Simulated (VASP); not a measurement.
# Ir (Fm-3m) in VASP: single point with PBE+U

Aim: the single point of Ir with PBE+U.

Everything below comes from runs of VASP 6.6.1. Logs are shortened: lines on timing, memory, paths and dates and some standing lists are left out, and cuts for length are marked.

## Step 1: The cell of the first run

The structure is cubic, space group Fm-3m (No. 225). Conventional cell: a = 3.874 Å, b = 3.874 Å, c = 3.874 Å, α = 90.00°, β = 90.00°, γ = 90.00°. Within 3.6 Å of Ir (site symmetry m-3m) lie 12 Ir at 2.74 Å.

## Step 2: Single point, PBE+U

INCAR

```
PREC = Accurate ; ENCUT = 560
EDIFF = 1E-6 ; ISMEAR = 1
SIGMA = 0.0283 ; LREAL = F
LASPH = T ; NELM = 200
ALGO = Normal ; ISIF = 2
LWAVE = F ; LCHARG = F
LMAXMIX = 4 ; LDAU = T
LDAUTYPE = 2 ; LDAUL = 2
LDAUU = 1 ; LDAUJ = 0
LDAUPRINT = 1 ; GGA = PE
NBANDS = 14 ; GGA_COMPAT = F
```

KPOINTS

```
Automatic mesh
0
Gamma
  8 8 8
```

POSCAR

```
Ir
1.0
    0.0000000000      1.9368351349      1.9368351349
    1.9368351349      0.0000000000      1.9368351349
    1.9368351349      1.9368351349      0.0000000000
Ir
1
Direct
    0.0000000000      0.0000000000      0.0000000000
```

Potentials or basis: VASP PAW PBE potentials, release 64 (Ir_sv_GW).

Launch:

```bash
$ cat potpaw_PBE.64/Ir_sv_GW/POTCAR > POTCAR
$ mpirun -np 1 vasp_std > vasp.out
```

OUTCAR:

```text
PREC = Accurate
   ENCUT = 560
   EDIFF = 1E-6
   ISMEAR = 1
   LREAL = F
   LASPH = T
   NELM = 200
   ISIF = 2
   GGA = PE

 ion  position               nearest neighbor table
   1  0.000  0.000  0.000-

  LATTYP: Found a face centered cubic cell.
 ALAT       =     3.8736702698

  Lattice vectors:

 A1 = (   0.0000000000,   1.9368351349,   1.9368351349)
 A2 = (   1.9368351349,   0.0000000000,   1.9368351349)
 A3 = (   1.9368351349,   1.9368351349,   0.0000000000)

Analysis of symmetry for initial positions (statically):
=====================================================================
 Subroutine PRICEL returns:
 Original cell was already a primitive cell.

 Routine SETGRP: Setting up the symmetry group for a
 face centered cubic supercell.

 Subroutine GETGRP returns: Found 48 space group operations
 (whereof 48 operations were pure point group operations)
 out of a pool of 48 trial point group operations.

The static configuration has the point symmetry O_h .

Analysis of symmetry for dynamics (positions and initial velocities):
=====================================================================
 Subroutine PRICEL returns:
 Original cell was already a primitive cell.

 Routine SETGRP: Setting up the symmetry group for a
 face centered cubic supercell.

 Subroutine GETGRP returns: Found 48 space group operations
 (whereof 48 operations were pure point group operations)
 out of a pool of 48 trial point group operations.

The dynamic configuration has the point symmetry O_h .

 Subroutine INISYM returns: Found 48 space group operations
 (whereof 48 operations are pure point group operations),
 and found     1 'primitive' translations

----------------------------------------------------------------------------------------

                                     Primitive cell

  volume of cell :      14.5314

  direct lattice vectors                    reciprocal lattice vectors
     0.000000000  1.936835135  1.936835135    -0.258153103  0.258153103  0.258153103
     1.936835135  0.000000000  1.936835135     0.258153103 -0.258153103  0.258153103
     1.936835135  1.936835135  0.000000000     0.258153103  0.258153103 -0.258153103

  length of vectors
     2.739098516  2.739098516  2.739098516     0.447134290  0.447134290  0.447134290

  position of ions in fractional coordinates (direct lattice)
     0.000000000  0.000000000  0.000000000

  ion indices of the primitive-cell ions
   primitive index   ion index
                 1           1

----------------------------------------------------------------------------------------

 KPOINTS: Automatic mesh

Automatic generation of k-mesh.
 Grid dimensions read from file:
 generate k-points for:    8    8    8

 Generating k-lattice:

  Cartesian coordinates                     Fractional coordinates (reciprocal lattice)
    -0.032269138  0.032269138  0.032269138     0.125000000  0.000000000  0.000000000
     0.032269138 -0.032269138  0.032269138     0.000000000  0.125000000  0.000000000
     0.032269138  0.032269138 -0.032269138     0.000000000  0.000000000  0.125000000

  Length of vectors
     0.055891786  0.055891786  0.055891786

  Shift w.r.t. Gamma in fractional coordinates (k-lattice)
     0.000000000  0.000000000  0.000000000

 Subroutine IBZKPT returns following result:
 ===========================================

 Found     29 irreducible k-points:

 Following reciprocal coordinates:
            Coordinates               Weight
  0.000000  0.000000  0.000000      1.000000
  0.125000  0.000000  0.000000      8.000000
  0.250000  0.000000  0.000000      8.000000
  0.375000  0.000000  0.000000      8.000000
  0.500000  0.000000  0.000000      4.000000
  0.125000  0.125000  0.000000      6.000000
[... 16 lines left out ...]
  0.500000  0.250000  0.125000     48.000000
 -0.375000  0.250000  0.125000     24.000000
 [... further k-points ...]
   k-points           NKPTS =     29   k-points in BZ     NKDIM =     29   number of bands    NBANDS=     14
   number of dos      NEDOS =    301   number of ions     NIONS =      1
   total plane-waves  NPLWV =  13824
   dimension x,y,z NGX =    24 NGY =   24 NGZ =   24
   dimension x,y,z NGXF=    48 NGYF=   48 NGZF=   48
   ions per type =               1
   NGX,Y,Z   is equivalent  to a cutoff of  14.57, 14.57, 14.57 a.u.
   NGXF,Y,Z  is equivalent  to a cutoff of  29.13, 29.13, 29.13 a.u.
 SYSTEM =  unknown system
   PREC   = accura    normal or accurate (medium, high low for compatibility)
   ISTART =      0    job   : 0-new  1-cont  2-samecut
   ICHARG =      2    charge: 1-file 2-atom 10-const
   ISPIN  =      1    spin polarized calculation?
   LNONCOLLINEAR =      F non collinear calculations
   LSORBIT =      F    spin-orbit coupling
   LASPH  =      T    aspherical Exc in radial PAW
   ENCUT  =  560.0 eV  41.16 Ry    6.42 a.u.   5.29  5.29  5.29*2*pi/ulx,y,z
   NELM   =    200;   NELMIN=  2; NELMDL= -5     # of ELM steps
   EDIFF  = 0.1E-05   stopping-criterion for ELM
   LREAL  =      F    real-space projection
   EDIFFG = 0.1E-04   stopping-criterion for IOM
   NSW    =      0    number of steps for IOM
   IBRION =     -1    ionic relax: 0-MD 1-quasi-New 2-CG
   NFREE  =      0    steps in history (QN), initial steepest desc. (CG)
   ISIF   =      2    stress and relaxation
   ISYM   =      2    0-nonsym 1-usesym 2-fastsym
   POTIM  = 0.5000    time-step for ionic-motion
   TEBEG  =    0.0;   TEEND  =   0.0 temperature during run
   PSTRESS=    0.0 pullay stress
   NELECT =      17.0000    total number of electrons
   NUPDOWN=      -1.0000    fix difference up-down
   EMIN   =  10.00;   EMAX   =-10.00  energy-range for DOS
   EFERMI =   0.00;   METHOD = LEGACY
   ISMEAR =     1;   SIGMA  =   0.03  broadening in eV -4-tet -1-fermi 0-gaus
   EFERMI_NEDOS =   21; number of points for ismear=-14 and -15
   IALGO  =     38    algorithm
   IMIX   =      4    mixing-type and parameters
     AMIX     =   0.40;   BMIX     =  1.00
     AMIX_MAG =   1.60;   BMIX_MAG =  1.00
  volume/ion in A,a.u.               =      14.53        98.06
  Fermi-wavevector in a.u.,A,eV,Ry     =   1.724998  3.259773 40.485721  2.975617
  Thomas-Fermi vector in A             =   2.800581
   LORBIT       =      0    0 simple, 1 ext, 2 COOP (PROOUT), +10 PAW based schemes
 LDA+U is selected, type is set to LDAUTYPE =  2
   angular momentum for each species LDAUL =     2
   U (eV)           for each species LDAUU =   1.0
   J (eV)           for each species LDAUJ =   0.0
   GGA     = PE    functional components
   LHFCALC =     F    Hartree Fock is set to
   AEXX    =    0.0000 exact exchange contribution
   IVDW    =     0    specifies the selected vdW correction
   LEPSILON=     F    determine dielectric tensor
   LRPA    =     F    only Hartree local field effects (RPA)
 non-spin polarized calculation
 Methfessel and Paxton  Order N= 1 SIGMA  =   0.03
  energy-cutoff  :      560.00
  volume of cell :       14.53
 maximum number of plane-waves:       445
 NGX is ok and might be reduce to    24
   NGX = 11   NGY = 11   NGZ = 11

atom =   1  type =  1  l = 2

 onsite density matrix

spin component  1

  0.5899 -0.0000 -0.0000 -0.0000  0.0000
 -0.0000  0.5899 -0.0000 -0.0000  0.0000
 -0.0000 -0.0000  0.7065 -0.0000  0.0000
 -0.0000 -0.0000 -0.0000  0.5899  0.0000
  0.0000  0.0000  0.0000  0.0000  0.7065

spin component  2

  0.5899 -0.0000 -0.0000 -0.0000  0.0000
 -0.0000  0.5899 -0.0000 -0.0000  0.0000
 -0.0000 -0.0000  0.7065 -0.0000  0.0000
 -0.0000 -0.0000 -0.0000  0.5899  0.0000
  0.0000  0.0000  0.0000  0.0000  0.7065

 occupancies and eigenvectors

  o =  0.5899  v =  0.0000 -0.5901 -0.0000 -0.8073  0.0000  0.0000  0.0000  0.0000  0.0000  0.0000      0.0000  0.0000  0.0000  0.0000  0.0000  0.0000  0.0000  0.0000  0.0000  0.0000
  o =  0.5899  v =  0.0000  0.0000  0.0000  0.0000  0.0000  0.0000 -0.5901 -0.0000 -0.8073  0.0000      0.0000  0.0000  0.0000  0.0000  0.0000  0.0000  0.0000  0.0000  0.0000  0.0000
  o =  0.5899  v =  0.0000  0.8073  0.0000 -0.5901  0.0000  0.0000  0.0000  0.0000  0.0000  0.0000      0.0000  0.0000  0.0000  0.0000  0.0000  0.0000  0.0000  0.0000  0.0000  0.0000
  o =  0.5899  v =  0.0000  0.0000  0.0000  0.0000  0.0000  0.0000  0.8073  0.0000 -0.5901  0.0000      0.0000  0.0000  0.0000  0.0000  0.0000  0.0000  0.0000  0.0000  0.0000  0.0000
  o =  0.5899  v =  0.0000  0.0000  0.0000  0.0000  0.0000  1.0000  0.0000  0.0000  0.0000  0.0000      0.0000  0.0000  0.0000  0.0000  0.0000  0.0000  0.0000  0.0000  0.0000  0.0000
  o =  0.5899  v =  1.0000  0.0000  0.0000  0.0000  0.0000  0.0000  0.0000  0.0000  0.0000  0.0000      0.0000  0.0000  0.0000  0.0000  0.0000  0.0000  0.0000  0.0000  0.0000  0.0000
  o =  0.7065  v =  0.0000  0.0000  0.0000  0.0000  0.0000  0.0000  0.0000  0.0392  0.0000  0.9992      0.0000  0.0000  0.0000  0.0000  0.0000  0.0000  0.0000  0.0000  0.0000  0.0000
  o =  0.7065  v =  0.0000  0.0000  0.0392  0.0000  0.9992  0.0000  0.0000  0.0000  0.0000  0.0000      0.0000  0.0000  0.0000  0.0000  0.0000  0.0000  0.0000  0.0000  0.0000  0.0000
  o =  0.7065  v =  0.0000 -0.0000  0.9992 -0.0000 -0.0392  0.0000  0.0000  0.0000  0.0000  0.0000      0.0000  0.0000  0.0000  0.0000  0.0000  0.0000  0.0000  0.0000  0.0000  0.0000
  o =  0.7065  v =  0.0000  0.0000  0.0000  0.0000  0.0000  0.0000 -0.0000  0.9992 -0.0000 -0.0392      0.0000  0.0000  0.0000  0.0000  0.0000  0.0000  0.0000  0.0000  0.0000  0.0000

 number of electron      17.0000000 magnetization

 Free energy of the ion-electron system (eV)
  ---------------------------------------------------
  ext. energy  EPLUGINS =         0.00000000
  ---------------------------------------------------
  free energy    TOTEN  =        -8.20158525 eV

  energy without entropy =       -8.20137726  energy(sigma->0) =       -8.20151592

 E-fermi :  12.3826     XC(G=0): -14.3684

 val. band max:       12.3103203700   @ k =  -0.3750   0.1250   0.0000
 cond. band min:      12.3909839268   @ k =  -0.3750   0.2500   0.0000
 fundamental gap:      0.0806635568
 Fermi energy:        12.3825962543

 k-point     1 :       0.0000    0.0000    0.0000
  band No.  band energies     occupation
      1     -80.4616      2.00000
      2     -36.9192      2.00000
      3     -36.9192      2.00000
      4     -36.9192      2.00000
      5       1.5646      2.00000
      6       8.6107      2.00000
      7       8.6107      2.00000
      8       8.6107      2.00000
      9      11.0920      2.00000
     10      11.0920      2.00000
     11      26.0632      0.00000
     12      31.4615      0.00000
     13      31.4615      0.00000
     14      31.4615      0.00000

 k-point     2 :       0.1250    0.0000    0.0000
  band No.  band energies     occupation
      1     -80.4542      2.00000
      2     -37.0288      2.00000
      3     -36.9348      2.00000
      4     -36.9348      2.00000
      5       2.2212      2.00000
      6       8.3023      2.00000
      7       8.8620      2.00000
      8       8.8620      2.00000
      9      10.9588      2.00000
     10      10.9588      2.00000
     11      27.1336      0.00000
     12      29.1404      0.00000
     13      32.5558      0.00000
     14      32.5558      0.00000

 k-point     3 :       0.2500    0.0000    0.0000
  band No.  band energies     occupation
      1     -80.4342      2.00000
      2     -37.2851      2.00000
      3     -36.9712      2.00000
      4     -36.9712      2.00000
      5       3.7252      2.00000
      6       8.1219      2.00000
      7       9.0081      2.00000
      8       9.0081      2.00000
      9      11.2989      2.00000
     10      11.2989      2.00000
     11      25.7880      0.00000
     12      28.5226      0.00000
     13      35.3233      0.00000
     14      35.3233      0.00000
[... 324 lines left out ...]
 k-point    23 :       0.5000    0.2500    0.1250
  band No.  band energies     occupation
      1     -80.4025      2.00000
      2     -37.4819      2.00000
      3     -37.1850      2.00000
      4     -37.0596      2.00000
      5       5.9349      2.00000
      6       7.5014      2.00000
      7       7.9143      2.00000
      8      10.1106      2.00000
      9      12.1682      2.00000
     10      15.0995      0.00000
     11      22.3480      0.00000
     12      27.4564      0.00000
     13      28.6540      0.00000
     14      33.1194      0.00000

 k-point    24 :      -0.3750    0.2500    0.1250
  band No.  band energies     occupation
      1     -80.3953      2.00000
      2     -37.5397      2.00000
      3     -37.2096      2.00000
      4     -37.0821      2.00000
      5       5.9642      2.00000
      6       7.2579      2.00000
      7       8.8805      2.00000
      8       9.7997      2.00000
      9      12.8680     -0.00000
     10      17.3998      0.00000
     11      18.8123      0.00000
     12      27.6424      0.00000
     13      27.8349      0.00000
     14      31.4602      0.00000

 [... further k-points ...]

------------------------ aborting loop because EDIFF is reached ----------------------------------------

  FORCE on cell =-STRESS in cart. coord.  units (eV):
  Direction    XX          YY          ZZ          XY          YZ          ZX
  --------------------------------------------------------------------------------------
  -------------------------------------------------------------------------------------
  Total       -0.2244826     -0.2244826     -0.2244826      0.0000000      0.0000000      0.0000000
  in kB      -24.7505759    -24.7505759    -24.7505759      0.0000000      0.0000000      0.0000000
  external PRESSURE =     -24.7505759 kB  Pullay stress =       0.0000000 kB

 VOLUME and BASIS-vectors are now :
 -----------------------------------------------------------------------------
  energy-cutoff  :      560.00
  volume of cell :       14.53
      direct lattice vectors                 reciprocal lattice vectors
     0.000000000  1.936835135  1.936835135    -0.258153103  0.258153103  0.258153103
     1.936835135  0.000000000  1.936835135     0.258153103 -0.258153103  0.258153103
     1.936835135  1.936835135  0.000000000     0.258153103  0.258153103 -0.258153103

 POSITION                                       TOTAL-FORCE (eV/Angst)
 -----------------------------------------------------------------------------------
      0.00000      0.00000      0.00000         0.000000      0.000000      0.000000
 -----------------------------------------------------------------------------------
    total drift:                               -0.000000     -0.000000     -0.000000

  FREE ENERGIE OF THE ION-ELECTRON SYSTEM (eV)
  ---------------------------------------------------
  free  energy   TOTEN  =        -8.2015852479 eV

  energy  without entropy=       -8.2013772579  energy(sigma->0) =       -8.20151592
```

Wall time 13 s (1 thread of AMD EPYC 7R43 (Zen 3), shared host); peak memory 0.1 GiB.

What came out:

```
Free energy            : -8.2016 eV
Pressure               : -2.5 GPa
Band gap on the k mesh : zero (an odd number of electrons rules out a gap without spin polarisation)
```

Levels at points of the mesh, in eV from the Fermi level:
| k point | band 4 | band 5 | band 6 | band 7 | band 8 | band 9 | band 10 | band 11 | band 12 | band 13 |
| --- | --- | --- | --- | --- | --- | --- | --- | --- | --- | --- |
| (0.00, 0.00, 0.00) | -49.30 | -10.82 | -3.77 | -3.77 | -3.77 | -1.29 | -1.29 | 13.68 | 19.08 | 19.08 |
| (0.50, 0.00, 0.00) | -49.40 | -7.85 | -3.92 | -3.92 | -0.68 | 0.78 | 0.78 | 7.01 | 13.35 | 18.95 |
| (0.50, 0.50, 0.00) | -49.57 | -7.71 | -7.10 | 0.68 | 1.37 | 1.37 | 1.69 | 10.15 | 11.39 | 11.39 |

Eigenvalues of the final occupation matrices:
| site | spin | trace | eigenvalues |
| --- | --- | --- | --- |
| site 1 d | 1 | 3.18 | 0.59 0.59 0.59 0.71 0.71 |
| site 1 d | 2 | 3.18 | 0.59 0.59 0.59 0.71 0.71 |

Caveat: spin-orbit coupling is left out, which moves the levels of the heavy elements; U without spin polarisation on a metal has little footing; the U is typed as a test and isn't derived for this compound.

The gap in the log of VASP goes by the Fermi energy; the results here count the filled bands.